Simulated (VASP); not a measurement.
Runs of VASP 6.6.1 on Ba2IrO4. The structure is that of space group I4/mmm (No. 139), or close to it. The cells are those of the table. 

```csv
cell,gap on the mesh (eV),pressure (GPa),largest force (eV/Å)
"a = 7.359 Å, angles 147.9, 147.9, 46.0°, 7 atoms",none,-9.4,0.40
"a = 7.237 Å, angles 147.9, 147.9, 46.0°, 7 atoms",none,(b),0.06
"a = 7.175 Å, angles 147.9, 147.9, 46.0°, 7 atoms",none,0.7,0.14
"a = 7.299 Å, angles 147.9, 147.9, 46.0°, 7 atoms",none,-6.6,0.24
"a = 7.047 Å, angles 147.9, 147.9, 46.0°, 7 atoms",none,10.6,0.61
"a = 7.111 Å, angles 147.9, 147.9, 46.0°, 7 atoms",none,(a),0.36
```

Alike in all rows: task single point; level LDA; potentials or basis VASP PAW LDA potentials, release 64 (Ba_sv, Ir, O); no spin polarisation; k mesh 9 × 9 × 9; cutoff (eV) 520; smearing fermi-dirac 0.1 eV.

Question: Fill in the values left out.

Answer: (a) 5.3; (b) -3.2.

Caveats: spin-orbit coupling is left out, which moves the levels of the heavy elements; an odd number of electrons without spin polarisation forces a metal; a magnetic or distorted state may lie lower; the cell stands under tension (at least some runs); the cell stands under pressure (at least some runs).

A k mesh can miss the band edges, and the runs leave out spin-orbit coupling on Ba, Ir.

A gap of «none» marks levels without a gap at the run's occupations.
